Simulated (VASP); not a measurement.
Cd, 4 atoms in the cell. Symmetry: P6_3/mmc, No. 194, hexagonal system. The conventional cell has a = 2.961 Å, b = 2.961 Å, c = 11.655 Å, α = 90.00°, β = 90.00°, γ = 120.00°. Within 3.9 Å of Cd (site symmetry -3m) lie 12 Cd at 2.96 to 3.38 Å. Within 3.9 Å of Cd (site symmetry -6m2) lie 12 Cd at 2.96 to 3.38 Å. 

| Quantity | Value |
| --- | --- |
| Program | VASP 6.6.1 |
| Task | single point |
| Functional | r2SCAN |
| Potentials or basis | VASP PAW PBE potentials, release 64 (Cd) |
| Cutoff | 520 eV |
| k mesh | 18 × 18 × 4 |
| Occupations | gaussian, width 0.1 eV |
| Spin | no spin polarisation |
| Dipole correction | no |
| Further INCAR settings | ALGO = Normal; EDIFF = 1e-06; NBANDS = 32 |

Potentials or basis: VASP PAW PBE potentials, release 64 (Cd).

Run with:

```sh
$ cat potpaw_PBE.64/Cd/POTCAR > POTCAR
$ cp INCAR.step1 INCAR
$ mpirun -np 1 vasp_std > vasp.out
$ cp INCAR.step2 INCAR
$ mpirun -np 1 vasp_std > vasp.out
```

Hardware: 1 thread of Oxide Virtual Turin-like Processor, with other jobs on the host.

Task: How long does it take, and how much memory?

Result: Run time: 37 min on 1 thread of Oxide Virtual Turin-like Processor (shared host), peak memory 0.34 GiB. Counts: k points 111.
